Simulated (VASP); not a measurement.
# C in VASP: notebook

Aim: see how the results for C move with the level of theory and the settings. Levels: PBEsol+D3(BJ), PBEsol. Tasks: single point.

Everything below comes from runs of VASP 6.6.1. Logs are shortened: lines on timing, memory, paths and dates and some standing lists are left out, and cuts for length are marked.

## Step 1: The cell of the first run

The cell holds a slab with vacuum, 4 atoms: a = 2.458 Å, b = 2.458 Å, c = 24.091 Å, α = 90.00°, β = 90.00°, γ = 120.00°.

## Step 2: Single point, PBEsol+D3(BJ)

INCAR reads:

```
PREC     = Accurate       # precision mode
ENCUT    = 520            # plane-wave cutoff, eV
EDIFF    = 1E-7           # SCF threshold, eV
ISMEAR   = 1              # smearing method
SIGMA    = 0.15           # smearing width, eV
LREAL    = False          # projectors in reciprocal space
LASPH    = True           # aspherical terms in the spheres
NELM     = 80             # most SCF steps
ALGO     = Normal         # electronic algorithm
ISIF     = 2              # what is computed and relaxed
LWAVE    = False          # write WAVECAR
LCHARG   = False          # write CHGCAR
GGA      = PS             # functional
IVDW     = 12             # dispersion correction
NBANDS   = 16             # bands
```

KPOINTS reads:

```
regular mesh
0
Gamma
  12 12 1
```

POSCAR reads:

```
C
1.0
    2.4584547125      0.0000000000      0.0000000000
   -1.2292273563      2.1290842351      0.0000000000
    0.0000000000      0.0000000000     24.0914536856
C
4
Direct
    0.0000000000      0.0000000000      0.5688669231
    0.0000000000      0.0000000000      0.4311330769
    0.3333333333      0.6666666667      0.4310974269
    0.6666666667      0.3333333333      0.5689025731
```

Potentials or basis: VASP PAW PBE potentials, release 64 (C).

On the command line:

```console
> cat potpaw_PBE.64/C/POTCAR > POTCAR
> mpirun -np 1 vasp_std > vasp.out
```

OUTCAR:

```text
PREC = Accurate
   ENCUT = 520
   EDIFF = 1E-7
   ISMEAR = 1
   LREAL = False
   LASPH = True
   NELM = 80
   ISIF = 2
   GGA = PS
   IVDW = 12
 IVDW          = 12

 ion  position               nearest neighbor table
   1  0.000  0.000  0.569-   4 1.42   4 1.42   4 1.42
   2  0.000  0.000  0.431-   3 1.42   3 1.42   3 1.42
   3  0.333  0.667  0.431-   2 1.42   2 1.42   2 1.42
   4  0.667  0.333  0.569-   1 1.42   1 1.42   1 1.42

  LATTYP: Found a hexagonal cell.
 ALAT       =     2.4584547125
 C/A-ratio  =     9.7994295210

  Lattice vectors:

 A1 = (   2.4584547125,   0.0000000000,   0.0000000000)
 A2 = (  -1.2292273563,   2.1290842351,   0.0000000000)
 A3 = (   0.0000000000,   0.0000000000,  24.0914536856)

Analysis of symmetry for initial positions (statically):
=====================================================================
 Subroutine PRICEL returns:
 Original cell was already a primitive cell.

 Routine SETGRP: Setting up the symmetry group for a
 hexagonal supercell.

 Subroutine GETGRP returns: Found 12 space group operations
 (whereof 12 operations were pure point group operations)
 out of a pool of 24 trial point group operations.

The static configuration has the point symmetry D_3d.

Analysis of symmetry for dynamics (positions and initial velocities):
=====================================================================
 Subroutine PRICEL returns:
 Original cell was already a primitive cell.

 Routine SETGRP: Setting up the symmetry group for a
 hexagonal supercell.

 Subroutine GETGRP returns: Found 12 space group operations
 (whereof 12 operations were pure point group operations)
 out of a pool of 24 trial point group operations.

The dynamic configuration has the point symmetry D_3d.

 Subroutine INISYM returns: Found 12 space group operations
 (whereof 12 operations are pure point group operations),
 and found     1 'primitive' translations

----------------------------------------------------------------------------------------

                                     Primitive cell

  volume of cell :     126.1009

  direct lattice vectors                    reciprocal lattice vectors
     2.458454713  0.000000000  0.000000000     0.406759577  0.234842752  0.000000000
    -1.229227356  2.129084235  0.000000000     0.000000000  0.469685503  0.000000000
     0.000000000  0.000000000 24.091453686     0.000000000  0.000000000  0.041508496

  length of vectors
     2.458454713  2.458454713 24.091453686     0.469685503  0.469685503  0.041508496

  position of ions in fractional coordinates (direct lattice)
     0.000000000  0.000000000  0.568866923
     0.000000000  0.000000000  0.431133077
     0.333333333  0.666666667  0.431097427
     0.666666667  0.333333333  0.568902573

  ion indices of the primitive-cell ions
   primitive index   ion index
                 1           1
                 2           2
                 3           3
                 4           4

----------------------------------------------------------------------------------------

 KPOINTS: regular mesh

Automatic generation of k-mesh.
 Grid dimensions read from file:
 generate k-points for:   12   12    1

 Generating k-lattice:

  Cartesian coordinates                     Fractional coordinates (reciprocal lattice)
     0.033896631  0.019570229  0.000000000     0.083333333  0.000000000  0.000000000
     0.000000000  0.039140459  0.000000000     0.000000000  0.083333333  0.000000000
     0.000000000  0.000000000  0.041508496     0.000000000  0.000000000  1.000000000

  Length of vectors
     0.039140459  0.039140459  0.041508496

  Shift w.r.t. Gamma in fractional coordinates (k-lattice)
     0.000000000  0.000000000  0.000000000

 Subroutine IBZKPT returns following result:
 ===========================================

 Found     19 irreducible k-points:

 Following reciprocal coordinates:
            Coordinates               Weight
  0.000000  0.000000  0.000000      1.000000
  0.083333  0.000000  0.000000      6.000000
  0.166667 -0.000000  0.000000      6.000000
  0.250000 -0.000000  0.000000      6.000000
  0.333333 -0.000000  0.000000      6.000000
  0.416667 -0.000000  0.000000      6.000000
[... 11 lines left out ...]
  0.333333  0.250000  0.000000     12.000000
  0.333333  0.333333  0.000000      2.000000
   k-points           NKPTS =     19   k-points in BZ     NKDIM =     19   number of bands    NBANDS=     16
   number of dos      NEDOS =    301   number of ions     NIONS =      4
   total plane-waves  NPLWV =  58320
   dimension x,y,z NGX =    18 NGY =   18 NGZ =  180
   dimension x,y,z NGXF=    36 NGYF=   36 NGZF=  360
   ions per type =               4
   NGX,Y,Z   is equivalent  to a cutoff of  12.17, 12.17, 12.42 a.u.
   NGXF,Y,Z  is equivalent  to a cutoff of  24.34, 24.34, 24.84 a.u.
 SYSTEM =  unknown system
   PREC   = accura    normal or accurate (medium, high low for compatibility)
   ISTART =      0    job   : 0-new  1-cont  2-samecut
   ICHARG =      2    charge: 1-file 2-atom 10-const
   ISPIN  =      1    spin polarized calculation?
   LNONCOLLINEAR =      F non collinear calculations
   LSORBIT =      F    spin-orbit coupling
   LASPH  =      T    aspherical Exc in radial PAW
   ENCUT  =  520.0 eV  38.22 Ry    6.18 a.u.   4.57  4.57 44.79*2*pi/ulx,y,z
   NELM   =     80;   NELMIN=  2; NELMDL= -5     # of ELM steps
   EDIFF  = 0.1E-06   stopping-criterion for ELM
   LREAL  =      F    real-space projection
   EDIFFG = 0.1E-05   stopping-criterion for IOM
   NSW    =      0    number of steps for IOM
   IBRION =     -1    ionic relax: 0-MD 1-quasi-New 2-CG
   NFREE  =      0    steps in history (QN), initial steepest desc. (CG)
   ISIF   =      2    stress and relaxation
   ISYM   =      2    0-nonsym 1-usesym 2-fastsym
   POTIM  = 0.5000    time-step for ionic-motion
   TEBEG  =    0.0;   TEEND  =   0.0 temperature during run
   PSTRESS=    0.0 pullay stress
   NELECT =      16.0000    total number of electrons
   NUPDOWN=      -1.0000    fix difference up-down
   EMIN   =  10.00;   EMAX   =-10.00  energy-range for DOS
   EFERMI =   0.00;   METHOD = LEGACY
   ISMEAR =     1;   SIGMA  =   0.15  broadening in eV -4-tet -1-fermi 0-gaus
   EFERMI_NEDOS =   21; number of points for ismear=-14 and -15
   IALGO  =     38    algorithm
   IMIX   =      4    mixing-type and parameters
     AMIX     =   0.40;   BMIX     =  1.00
     AMIX_MAG =   1.60;   BMIX_MAG =  1.00
  volume/ion in A,a.u.               =      31.53       212.74
  Fermi-wavevector in a.u.,A,eV,Ry     =   0.822638  1.554561  9.207517  0.676733
  Thomas-Fermi vector in A             =   1.934008
   LORBIT       =      0    0 simple, 1 ext, 2 COOP (PROOUT), +10 PAW based schemes
   GGA     = PS    functional components
   LHFCALC =     F    Hartree Fock is set to
   AEXX    =    0.0000 exact exchange contribution
   IVDW    =    12    specifies the selected vdW correction
   LEPSILON=     F    determine dielectric tensor
   LRPA    =     F    only Hartree local field effects (RPA)
 non-spin polarized calculation
 Methfessel and Paxton  Order N= 1 SIGMA  =   0.15
  energy-cutoff  :      520.00
  volume of cell :      126.10
 maximum number of plane-waves:      3452
   NGX =  9   NGY =  9   NGZ = 89

 number of electron      15.9999995 magnetization

 Free energy of the ion-electron system (eV)
  ---------------------------------------------------
  ext. energy  EPLUGINS =         0.00000000
  ---------------------------------------------------
  free energy    TOTEN  =       -38.56180402 eV

  energy without entropy =      -38.56066212  energy(sigma->0) =      -38.56142338

 E-fermi :  -1.8290     XC(G=0):  -3.2582

 val. band max:       -2.1842774959   @ k =   0.3333   0.3333   0.0000
 cond. band min:      -1.8288635880   @ k =   0.3333   0.3333   0.0000
 fundamental gap:      0.3554139080
 Fermi energy:        -1.8289545272

 k-point     1 :       0.0000    0.0000    0.0000
  band No.  band energies     occupation
      1     -21.4504      2.00000
      2     -21.2825      2.00000
      3     -10.0416      2.00000
      4      -8.9877      2.00000
      5      -4.8129      2.00000
      6      -4.8129      2.00000
[... 8 lines left out ...]
     15       5.1599      0.00000
     16       6.5225      0.00000

 k-point     2 :       0.0833    0.0000    0.0000
  band No.  band energies     occupation
      1     -21.2845      2.00000
      2     -21.1183      2.00000
      3      -9.8407      2.00000
      4      -8.7935      2.00000
      5      -5.4704      2.00000
      6      -5.4514      2.00000
[... 8 lines left out ...]
     15       5.3836      0.00000
     16       6.5770      0.00000

 k-point     3 :       0.1667   -0.0000    0.0000
  band No.  band energies     occupation
      1     -20.7885      2.00000
      2     -20.6273      2.00000
      3      -9.2430      2.00000
      4      -8.2167      2.00000
      5      -7.1245      2.00000
      6      -7.0884      2.00000
[... 8 lines left out ...]
     15       6.0457      0.00000
     16       6.5153      0.00000

 k-point     4 :       0.2500   -0.0000    0.0000
  band No.  band energies     occupation
      1     -19.9680      2.00000
      2     -19.8150      2.00000
      3      -9.2449      2.00000
      4      -9.1892      2.00000
      5      -8.2648      2.00000
      6      -7.2785      2.00000
[... 8 lines left out ...]
     15       5.7606      0.00000
     16       6.2143      0.00000

 k-point     5 :       0.3333   -0.0000    0.0000
  band No.  band energies     occupation
      1     -18.8348      2.00000
      2     -18.6932      2.00000
      3     -11.4724      2.00000
      4     -11.3974      2.00000
      5      -7.6054      2.00000
      6      -7.5760      2.00000
[... 8 lines left out ...]
     15       6.3334      0.00000
     16       6.9933      0.00000

 k-point     6 :       0.4167   -0.0000    0.0000
  band No.  band energies     occupation
      1     -17.4171      2.00000
      2     -17.2905      2.00000
      3     -13.5989      2.00000
      4     -13.5073      2.00000
      5      -8.0839      2.00000
      6      -8.0533      2.00000
[... 8 lines left out ...]
     15       8.3789      0.00000
     16       9.0258      0.00000
[... 172 lines left out ...]
 k-point    16 :       0.4167    0.1667    0.0000
  band No.  band energies     occupation
      1     -15.6582      2.00000
      2     -15.5978      2.00000
      3     -14.7097      2.00000
      4     -14.6671      2.00000
      5     -10.0951      2.00000
      6     -10.0413      2.00000
[... 8 lines left out ...]
     15       9.9883      0.00000
     16      10.1429      0.00000

 k-point    17 :       0.2500    0.2500    0.0000
  band No.  band energies     occupation
      1     -17.1119      2.00000
      2     -16.9882      2.00000
      3     -12.3254      2.00000
      4     -12.2828      2.00000
      5     -10.8395      2.00000
      6     -10.8076      2.00000
[... 8 lines left out ...]
     15       9.3468      0.00000
     16      10.0898      0.00000

 k-point    18 :       0.3333    0.2500    0.0000
  band No.  band energies     occupation
      1     -15.6576      2.00000
      2     -15.5555      2.00000
      3     -13.7843      2.00000
      4     -13.7137      2.00000
      5     -11.5612      2.00000
      6     -11.5057      2.00000
[... 8 lines left out ...]
     15      10.7273      0.00000
     16      10.9398      0.00000

 k-point    19 :       0.3333    0.3333    0.0000
  band No.  band energies     occupation
      1     -14.4229      2.00000
      2     -14.3671      2.00000
      3     -14.3671      2.00000
      4     -14.3167      2.00000
      5     -12.4758      2.00000
      6     -12.4758      2.00000
[... 8 lines left out ...]
     15      11.1618      0.00000
     16      12.0510      0.00000

------------------------ aborting loop because EDIFF is reached ----------------------------------------

 Edisp (eV)   -0.30723

 E8    (eV) :    -0.1558

  FORCE on cell =-STRESS in cart. coord.  units (eV):
  Direction    XX          YY          ZZ          XY          YZ          ZX
  --------------------------------------------------------------------------------------
  -------------------------------------------------------------------------------------
  Total       0.23171     0.23171    -0.02392    -0.00000     0.00000    -0.00000
  in kB       2.94404     2.94404    -0.30393    -0.00000     0.00000    -0.00000
  external pressure =        1.86 kB  Pullay stress =        0.00 kB

 VOLUME and BASIS-vectors are now :
 -----------------------------------------------------------------------------
  energy-cutoff  :      520.00
  volume of cell :      126.10
      direct lattice vectors                 reciprocal lattice vectors
     2.458454713  0.000000000  0.000000000     0.406759577  0.234842752  0.000000000
    -1.229227356  2.129084235  0.000000000     0.000000000  0.469685503  0.000000000
     0.000000000  0.000000000 24.091453686     0.000000000  0.000000000  0.041508496

 POSITION                                       TOTAL-FORCE (eV/Angst)
 -----------------------------------------------------------------------------------
      0.00000      0.00000     13.70483         0.000000     -0.000000     -0.000354
      0.00000      0.00000     10.38662        -0.000000      0.000000      0.000354
     -0.00000      1.41939     10.38576        -0.000000      0.000000      0.000612
      1.22923      0.70969     13.70569        -0.000000     -0.000000     -0.000612
 -----------------------------------------------------------------------------------
    total drift:                                0.000000     -0.000000     -0.000000

  FREE ENERGIE OF THE ION-ELECTRON SYSTEM (eV)
  ---------------------------------------------------
  free  energy   TOTEN  =       -38.8690299915 eV

  energy  without entropy=      -38.8678880932  energy(sigma->0) =      -38.86864936
```

Run time: 62 s. Hardware: 1 thread of Intel Xeon Platinum 8488C (Sapphire Rapids), shared host; peak memory 0.23 GiB.

What came out:

- Free energy: -38.8690 eV
- Band gap on the k mesh: zero (filled and empty bands touch)
- Dispersion energy per atom: -0.077 eV

Caveat: there is no dipole correction, which matters where the two faces differ; the PAW data sets were made with another functional, which shifts forces and pressure a little.

## Step 3: Single point, PBEsol

This run uses another cell than the first one.

INCAR reads:

```
SYSTEM = C
  PREC = Accurate
  ENCUT = 520
  EDIFF = 1E-6
  ISMEAR = 1
  SIGMA = 0.15
  LREAL = .False.
  LASPH = .True.
  NELM = 100
  ALGO = Normal
  ISIF = 2
  LWAVE = .False.
  LCHARG = .False.
  GGA = PS
  NBANDS = 16
```

KPOINTS reads:

```
regular mesh
0
Gamma
  12 12 1
  0 0 0
```

POSCAR reads:

```
C
1.0
    2.4587398436      0.0000000000      0.0000000000
   -1.2293699218      2.1293311659      0.0000000000
    0.0000000000      0.0000000000     24.1901657514
C
4
Direct
    0.0000000000      0.0000000000      0.5743120156
    0.0000000000      0.0000000000      0.4256879844
    0.3333333333      0.6666666667      0.4256689977
    0.6666666667      0.3333333333      0.5743310023
```

Potentials or basis: VASP PAW PBE potentials, release 64 (C).

On the command line:

```console
> cat potpaw_PBE.64/C/POTCAR > POTCAR
> mpirun -np 1 vasp_std > vasp.out
```

Run time: 56 s. Hardware: 1 thread of Intel Xeon Platinum 8488C (Sapphire Rapids), shared host; peak memory 0.22 GiB.

The run converged. Its results:

* Free energy: -38.5665 eV
* Band gap on the k mesh: zero (filled and empty bands touch)

Forces on the atoms (eV/Å):
```
C    0.000  0.000 -0.003
C    0.000  0.000  0.003
C    0.000  0.000  0.001
C    0.000  0.000 -0.001
```

Levels at points of the mesh, in eV from the Fermi level:
```tsv
k point	band 6	band 7	band 8	band 9	band 10	band 11
(0.00, 0.00, 0.00)	-2.99	-2.99	-2.99	3.43	3.89	4.36
(0.50, 0.00, 0.00)	-6.41	-2.51	-2.27	1.53	1.81	7.38
```

Caveat: there is no dipole correction, which matters where the two faces differ; the PAW data sets were made with another functional, which shifts forces and pressure a little.

The gap in the log of VASP goes by the Fermi energy; the results here count the filled bands.